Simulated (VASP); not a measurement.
# Bi2Te3 (R-3m) in VASP: a series of runs

Runs on Bi2Te3. Level: PBE. Tasks: single point.

Program: VASP 6.6.1. These are calculated values, not measurements. Logs are shortened: lines on timing, memory, paths and dates and some standing lists are left out, and cuts for length are marked.

**1. The cell of the first run**

It takes space group R-3m (No. 166, trigonal). The conventional cell has a = 4.342 Å, b = 4.342 Å, c = 30.497 Å, α = 90.00°, β = 90.00°, γ = 120.00°. Bi (site symmetry 3m) has 6 Te at 3.05 to 3.23 Å within 4.0 Å. Te (site symmetry -3m) has 6 Bi at 3.23 Å and 12 Te at 4.34 to 4.53 Å within 4.6 Å. Within 4.0 Å of Te (site symmetry 3m) lie 3 Bi at 3.05 Å and 3 Te at 3.62 Å.

**2. Single point, PBE (equal xx and yy strain of -1 %)**

File INCAR:

```
ALGO = Normal
EDIFF = 1E-7
ENCUT = 520
GGA = PE
ISIF = 2
ISMEAR = -1
LASPH = T
LCHARG = F
LREAL = F
LWAVE = F
NBANDS = 32
NELM = 100
PREC = Accurate
SIGMA = 0.08
```

File KPOINTS:

```
k-points
0
Gamma
  7 7 7
```

File POSCAR:

```
Bi2Te3
1.0
    2.1710705528      1.2534681681     10.1656700000
   -2.1710705528      1.2534681681     10.1656700000
    0.0000000000     -2.5069363362     10.1656700000
Bi Te
2 3
Direct
    0.4000000000      0.4000000000      0.4000000000
    0.6000000000      0.6000000000      0.6000000000
    0.0000000000      0.0000000000      0.0000000000
    0.2095000000      0.2095000000      0.2095000000
    0.7905000000      0.7905000000      0.7905000000
```

Potentials or basis: VASP PAW PBE potentials, release 64 (Bi_d, Te).

Started as:

```console
$ cat potpaw_PBE.64/Bi_d/POTCAR potpaw_PBE.64/Te/POTCAR > POTCAR
$ mpirun -np 1 vasp_std > vasp.out
```

OUTCAR:

```text
EDIFF = 1E-7
   ENCUT = 520
   GGA = PE
   ISIF = 2
   ISMEAR = -1
   LASPH = T
   LREAL = F
   NELM = 100
   PREC = Accurate

 ion  position               nearest neighbor table
   1  0.400  0.400  0.400-   5 3.05   5 3.05   5 3.05   3 3.23   3 3.23   3 3.23
   2  0.600  0.600  0.600-   4 3.05   4 3.05   4 3.05   3 3.23   3 3.23   3 3.23
   3  0.000  0.000  0.000-   2 3.23   2 3.23   1 3.23   1 3.23   2 3.23   1 3.23
   4  0.209  0.209  0.209-   2 3.05   2 3.05   2 3.05   5 3.62   5 3.62   5 3.62
   5  0.791  0.791  0.791-   1 3.05   1 3.05   1 3.05   4 3.62   4 3.62   4 3.62

  LATTYP: Found a trigonal (rhomboedric) cell.
 ALAT       =    10.4702233187
 COS(alpha) =     0.9140064298

  Lattice vectors:

 A1 = (   2.1710705528,   1.2534681681,  10.1656700000)
 A2 = (  -2.1710705528,   1.2534681681,  10.1656700000)
 A3 = (   0.0000000000,  -2.5069363362,  10.1656700000)

Analysis of symmetry for initial positions (statically):
=====================================================================
 Subroutine PRICEL returns:
 Original cell was already a primitive cell.

 Routine SETGRP: Setting up the symmetry group for a
 trigonal (rhombohedral) supercell.

 Subroutine GETGRP returns: Found 12 space group operations
 (whereof 12 operations were pure point group operations)
 out of a pool of 12 trial point group operations.

The static configuration has the point symmetry D_3d.

Analysis of symmetry for dynamics (positions and initial velocities):
=====================================================================
 Subroutine PRICEL returns:
 Original cell was already a primitive cell.

 Routine SETGRP: Setting up the symmetry group for a
 trigonal (rhombohedral) supercell.

 Subroutine GETGRP returns: Found 12 space group operations
 (whereof 12 operations were pure point group operations)
 out of a pool of 12 trial point group operations.

The dynamic configuration has the point symmetry D_3d.

 Subroutine INISYM returns: Found 12 space group operations
 (whereof 12 operations are pure point group operations),
 and found     1 'primitive' translations

----------------------------------------------------------------------------------------

                                     Primitive cell

  volume of cell :     165.9872

  direct lattice vectors                    reciprocal lattice vectors
     2.171070553  1.253468168 10.165670000     0.230301129  0.132964419  0.032790100
    -2.171070553  1.253468168 10.165670000    -0.230301129  0.132964419  0.032790100
     0.000000000 -2.506936336 10.165670000     0.000000000 -0.265928838  0.032790100

  length of vectors
    10.470223319 10.470223319 10.470223319     0.267942788  0.267942788  0.267942788

  position of ions in fractional coordinates (direct lattice)
     0.400000000  0.400000000  0.400000000
     0.600000000  0.600000000  0.600000000
     0.000000000  0.000000000  0.000000000
     0.209500000  0.209500000  0.209500000
     0.790500000  0.790500000  0.790500000

  ion indices of the primitive-cell ions
   primitive index   ion index
                 1           1
                 2           2
                 3           3
                 4           4
                 5           5

----------------------------------------------------------------------------------------

 KPOINTS: k-points

Automatic generation of k-mesh.
 Grid dimensions read from file:
 generate k-points for:    7    7    7

 Generating k-lattice:

  Cartesian coordinates                     Fractional coordinates (reciprocal lattice)
     0.032900161  0.018994917  0.004684300     0.142857143  0.000000000  0.000000000
    -0.032900161  0.018994917  0.004684300     0.000000000  0.142857143  0.000000000
     0.000000000 -0.037989834  0.004684300     0.000000000  0.000000000  0.142857143

  Length of vectors
     0.038277541  0.038277541  0.038277541

  Shift w.r.t. Gamma in fractional coordinates (k-lattice)
     0.000000000  0.000000000  0.000000000

 Subroutine IBZKPT returns following result:
 ===========================================

 Found     44 irreducible k-points:

 Following reciprocal coordinates:
            Coordinates               Weight
  0.000000  0.000000  0.000000      1.000000
  0.142857  0.000000  0.000000      6.000000
  0.285714 -0.000000  0.000000      6.000000
  0.428571  0.000000 -0.000000      6.000000
  0.142857  0.142857  0.000000      6.000000
  0.285714  0.142857 -0.000000     12.000000
[... 16 lines left out ...]
  0.285714  0.285714  0.142857      6.000000
  0.428571  0.285714  0.142857     12.000000
 [... further k-points ...]
   k-points           NKPTS =     44   k-points in BZ     NKDIM =     44   number of bands    NBANDS=     32
   number of dos      NEDOS =    301   number of ions     NIONS =      5
   total plane-waves  NPLWV = 512000
   dimension x,y,z NGX =    80 NGY =   80 NGZ =   80
   dimension x,y,z NGXF=   160 NGYF=  160 NGZF=  160
   ions per type =               2   3
   NGX,Y,Z   is equivalent  to a cutoff of  12.70, 12.70, 12.70 a.u.
   NGXF,Y,Z  is equivalent  to a cutoff of  25.40, 25.40, 25.40 a.u.
 SYSTEM =  unknown system
   PREC   = accura    normal or accurate (medium, high low for compatibility)
   ISTART =      0    job   : 0-new  1-cont  2-samecut
   ICHARG =      2    charge: 1-file 2-atom 10-const
   ISPIN  =      1    spin polarized calculation?
   LNONCOLLINEAR =      F non collinear calculations
   LSORBIT =      F    spin-orbit coupling
   LASPH  =      T    aspherical Exc in radial PAW
   ENCUT  =  520.0 eV  38.22 Ry    6.18 a.u.  19.47 19.47 19.47*2*pi/ulx,y,z
   NELM   =    100;   NELMIN=  2; NELMDL= -5     # of ELM steps
   EDIFF  = 0.1E-06   stopping-criterion for ELM
   LREAL  =      F    real-space projection
   EDIFFG = 0.1E-05   stopping-criterion for IOM
   NSW    =      0    number of steps for IOM
   IBRION =     -1    ionic relax: 0-MD 1-quasi-New 2-CG
   NFREE  =      0    steps in history (QN), initial steepest desc. (CG)
   ISIF   =      2    stress and relaxation
   ISYM   =      2    0-nonsym 1-usesym 2-fastsym
   POTIM  = 0.5000    time-step for ionic-motion
   TEBEG  =    0.0;   TEEND  =   0.0 temperature during run
   PSTRESS=    0.0 pullay stress
   NELECT =      48.0000    total number of electrons
   NUPDOWN=      -1.0000    fix difference up-down
   EMIN   =  10.00;   EMAX   =-10.00  energy-range for DOS
   EFERMI =   0.00;   METHOD = LEGACY
   ISMEAR =    -1;   SIGMA  =   0.08  broadening in eV -4-tet -1-fermi 0-gaus
   EFERMI_NEDOS =   21; number of points for ismear=-14 and -15
   IALGO  =     38    algorithm
   IMIX   =      4    mixing-type and parameters
     AMIX     =   0.40;   BMIX     =  1.00
     AMIX_MAG =   1.60;   BMIX_MAG =  1.00
  volume/ion in A,a.u.               =      33.20       224.03
  Fermi-wavevector in a.u.,A,eV,Ry     =   1.082589  2.045797 15.946023  1.172000
  Thomas-Fermi vector in A             =   2.218635
   LORBIT       =      0    0 simple, 1 ext, 2 COOP (PROOUT), +10 PAW based schemes
   GGA     = PE    functional components
   LHFCALC =     F    Hartree Fock is set to
   AEXX    =    0.0000 exact exchange contribution
   IVDW    =     0    specifies the selected vdW correction
   LEPSILON=     F    determine dielectric tensor
   LRPA    =     F    only Hartree local field effects (RPA)
 non-spin polarized calculation
  energy-cutoff  :      520.00
  volume of cell :      165.99
 maximum number of plane-waves:      4489
 NGX is ok and might be reduce to    80
   NGX = 39   NGY = 39   NGZ = 39

 number of electron      48.0000004 magnetization

 Free energy of the ion-electron system (eV)
  ---------------------------------------------------
  ext. energy  EPLUGINS =         0.00000000
  ---------------------------------------------------
  free energy    TOTEN  =       -18.28176819 eV

  energy without entropy =      -18.28041997  energy(sigma->0) =      -18.28109408

 E-fermi :   6.6647     XC(G=0):  -9.4200

 val. band max:        6.5192507871   @ k =   0.0000   0.0000   0.0000
 cond. band min:       6.8178846634   @ k =   0.0000   0.0000   0.0000
 fundamental gap:      0.2986338763
 Fermi energy:         6.6647003809

 k-point     1 :       0.0000    0.0000    0.0000
  band No.  band energies     occupation
      1     -16.7621      2.00000
      2     -16.7621      2.00000
      3     -16.7606      2.00000
      4     -16.7606      2.00000
      5     -16.7518      2.00000
      6     -16.7504      2.00000
[... 24 lines left out ...]
     31      11.2128      0.00000
     32      11.7997      0.00000

 k-point     2 :       0.1429    0.0000    0.0000
  band No.  band energies     occupation
      1     -16.7639      2.00000
      2     -16.7621      2.00000
      3     -16.7599      2.00000
      4     -16.7584      2.00000
      5     -16.7505      2.00000
      6     -16.7492      2.00000
[... 24 lines left out ...]
     31      10.7424      0.00000
     32      11.4055      0.00000

 k-point     3 :       0.2857   -0.0000    0.0000
  band No.  band energies     occupation
      1     -16.7687      2.00000
      2     -16.7663      2.00000
      3     -16.7566      2.00000
      4     -16.7547      2.00000
      5     -16.7523      2.00000
      6     -16.7500      2.00000
[... 24 lines left out ...]
     31      10.6003      0.00000
     32      11.9124      0.00000

 k-point     4 :       0.4286    0.0000   -0.0000
  band No.  band energies     occupation
      1     -16.7730      2.00000
      2     -16.7701      2.00000
      3     -16.7559      2.00000
      4     -16.7542      2.00000
      5     -16.7532      2.00000
      6     -16.7518      2.00000
[... 654 lines left out ...]
     31      10.2495      0.00000
     32      12.1534      0.00000

 k-point    23 :       0.2857    0.2857    0.1429
  band No.  band energies     occupation
      1     -16.7639      2.00000
      2     -16.7621      2.00000
      3     -16.7599      2.00000
      4     -16.7584      2.00000
      5     -16.7505      2.00000
      6     -16.7492      2.00000
[... 24 lines left out ...]
     31      11.0326      0.00000
     32      11.3618      0.00000

 k-point    24 :       0.4286    0.2857    0.1429
  band No.  band energies     occupation
      1     -16.7661      2.00000
      2     -16.7645      2.00000
      3     -16.7574      2.00000
      4     -16.7572      2.00000
      5     -16.7501      2.00000
      6     -16.7498      2.00000
[... 24 lines left out ...]
     31      10.8687      0.00000
     32      10.9272      0.00000

 [... further k-points ...]

------------------------ aborting loop because EDIFF is reached ----------------------------------------

  FORCE on cell =-STRESS in cart. coord.  units (eV):
  Direction    XX          YY          ZZ          XY          YZ          ZX
  --------------------------------------------------------------------------------------
  -------------------------------------------------------------------------------------
  Total        3.2858247      3.2858247      2.8195637      0.0000000      0.0000000      0.0000000
  in kB       31.7161506     31.7161506     27.2156046      0.0000000      0.0000000      0.0000000
  external PRESSURE =      30.2159686 kB  Pullay stress =       0.0000000 kB

 VOLUME and BASIS-vectors are now :
 -----------------------------------------------------------------------------
  energy-cutoff  :      520.00
  volume of cell :      165.99
      direct lattice vectors                 reciprocal lattice vectors
     2.171070553  1.253468168 10.165670000     0.230301129  0.132964419  0.032790100
    -2.171070553  1.253468168 10.165670000    -0.230301129  0.132964419  0.032790100
     0.000000000 -2.506936336 10.165670000     0.000000000 -0.265928838  0.032790100

 POSITION                                       TOTAL-FORCE (eV/Angst)
 -----------------------------------------------------------------------------------
      0.00000      0.00000     12.19880         0.000000     -0.000000     -0.026256
      0.00000      0.00000     18.29821         0.000000     -0.000000      0.026256
      0.00000      0.00000      0.00000         0.000000      0.000000      0.000000
      0.00000      0.00000      6.38912         0.000000     -0.000000     -0.076668
      0.00000      0.00000     24.10789         0.000000     -0.000000      0.076668
 -----------------------------------------------------------------------------------
    total drift:                               -0.000000     -0.000000     -0.000000

  FREE ENERGIE OF THE ION-ELECTRON SYSTEM (eV)
  ---------------------------------------------------
  free  energy   TOTEN  =       -18.2817681926 eV

  energy  without entropy=      -18.2804199723  energy(sigma->0) =      -18.28109408
```

Run time: 35 min. Hardware: 1 thread of Intel Xeon 8259CL, shared host; peak memory 1 GiB.

Results:

| Property | Result |
| --- | --- |
| Free energy | -18.2818 eV |
| Pressure | 3.0 GPa |
| Largest force | 0.077 eV/Å |
| Band gap on the k mesh | 0.30 eV |

Forces in eV/Å, atoms in the order of the input:
```
Bi   0.000  0.000 -0.026
Bi   0.000  0.000  0.026
Te   0.000  0.000  0.000
Te   0.000  0.000 -0.077
Te   0.000  0.000  0.077
```

Caveat: the cell differs from its parent crystal (equal xx and yy strain of -1 %); the cell stands under pressure; spin-orbit coupling is left out, which moves the levels of the heavy elements. A k mesh can miss the band edges.

**3. Single point, PBE (equal xx and yy strain of +2 %)**

File INCAR:

```
PREC = Accurate
ENCUT = 520
EDIFF = 1E-6
ISMEAR = -1
SIGMA = 0.08
LREAL = F
LASPH = T
NELM = 60
ALGO = Normal
ISIF = 2
LWAVE = F
LCHARG = F
GGA = PE
NBANDS = 32
```

File KPOINTS:

```
regular mesh
0
Gamma
  7 7 7
```

POSCAR, as its differences from that of step 2:

```diff
@@ -2,5 +2,5 @@
 1.0
-    2.1710705528      1.2534681681     10.1656700000
-   -2.1710705528      1.2534681681     10.1656700000
-    0.0000000000     -2.5069363362     10.1656700000
+    2.2368605696      1.2914520519     10.1656700000
+   -2.2368605696      1.2914520519     10.1656700000
+    0.0000000000     -2.5829041039     10.1656700000
 Bi Te
```

Potentials or basis: VASP PAW PBE potentials, release 64 (Bi_d, Te).

Started as:

```console
$ cat potpaw_PBE.64/Bi_d/POTCAR potpaw_PBE.64/Te/POTCAR > POTCAR
$ mpirun -np 1 vasp_std > vasp.out
```

OUTCAR:

```text
PREC = Accurate
   ENCUT = 520
   EDIFF = 1E-6
   ISMEAR = -1
   LREAL = F
   LASPH = T
   NELM = 60
   ISIF = 2
   GGA = PE

 ion  position               nearest neighbor table
   1  0.400  0.400  0.400-   5 3.12   5 3.12   5 3.12   3 3.29   3 3.29   3 3.29
   2  0.600  0.600  0.600-   4 3.12   4 3.12   4 3.12   3 3.29   3 3.29   3 3.29
   3  0.000  0.000  0.000-   2 3.29   1 3.29   2 3.29   2 3.29   1 3.29   1 3.29
   4  0.209  0.209  0.209-   2 3.12   2 3.12   2 3.12   5 3.67   5 3.67   5 3.67
   5  0.791  0.791  0.791-   1 3.12   1 3.12   1 3.12   4 3.67   4 3.67   4 3.67
[... 1045 lines left out ...]
  -------------------------------------------------------------------------------------
  Total       -0.2046306     -0.2046306      0.1165298      0.0000000     -0.0000000     -0.0000000
  in kB       -1.8607011     -1.8607011      1.0596024      0.0000000     -0.0000000     -0.0000000
  external PRESSURE =      -0.8872666 kB  Pullay stress =       0.0000000 kB

 VOLUME and BASIS-vectors are now :
 -----------------------------------------------------------------------------
  energy-cutoff  :      520.00
  volume of cell :      176.20
      direct lattice vectors                 reciprocal lattice vectors
     2.236860570  1.291452052 10.165670000     0.223527567  0.129053701  0.032790100
    -2.236860570  1.291452052 10.165670000    -0.223527567  0.129053701  0.032790100
     0.000000000 -2.582904104 10.165670000     0.000000000 -0.258107402  0.032790100

 POSITION                                       TOTAL-FORCE (eV/Angst)
 -----------------------------------------------------------------------------------
      0.00000     -0.00000     12.19880         0.000000     -0.000000      0.120602
      0.00000     -0.00000     18.29821         0.000000      0.000000     -0.120602
      0.00000      0.00000      0.00000         0.000000     -0.000000     -0.000000
      0.00000     -0.00000      6.38912         0.000000     -0.000000      0.218567
      0.00000     -0.00000     24.10789         0.000000      0.000000     -0.218567
 -----------------------------------------------------------------------------------
    total drift:                               -0.000000     -0.000000     -0.000000

  FREE ENERGIE OF THE ION-ELECTRON SYSTEM (eV)
  ---------------------------------------------------
  free  energy   TOTEN  =       -18.3734321814 eV

  energy  without entropy=      -18.3716561356  energy(sigma->0) =      -18.37254416
```

stdout:

```text
POSCAR found type information on POSCAR BiTe
 POSCAR found :  2 types and       5 ions
 scaLAPACK will be used
 LDA part: xc-table for (Slater+PW92), standard interpolation
 POSCAR, INCAR and KPOINTS ok, starting setup
 FFT: planning ... GRIDC
 FFT: planning ... GRID_SOFT
 FFT: planning ... GRID
 WAVECAR not read
 entering main loop
```

Run time: 31 min. Hardware: 1 thread of Intel Xeon 8259CL, shared host; peak memory 1 GiB.

Results:

```yaml
Free_energy: -18.3734 eV
Pressure: -0.1 GPa
Largest_force: 0.219 eV/Å
Band_gap_on_the_k_mesh: 0.25 eV
```

Forces on the atoms (eV/Å):
```
Bi   0.000  0.000  0.121
Bi   0.000  0.000 -0.121
Te   0.000  0.000  0.000
Te   0.000  0.000  0.219
Te   0.000  0.000 -0.219
```

Stress tensor (GPa, compression positive):
```
-0.19  0.00  0.00
 0.00 -0.19  0.00
 0.00  0.00  0.11
```

Caveat: the cell differs from its parent crystal (equal xx and yy strain of +2 %); spin-orbit coupling is left out, which moves the levels of the heavy elements. A k mesh can miss the band edges.
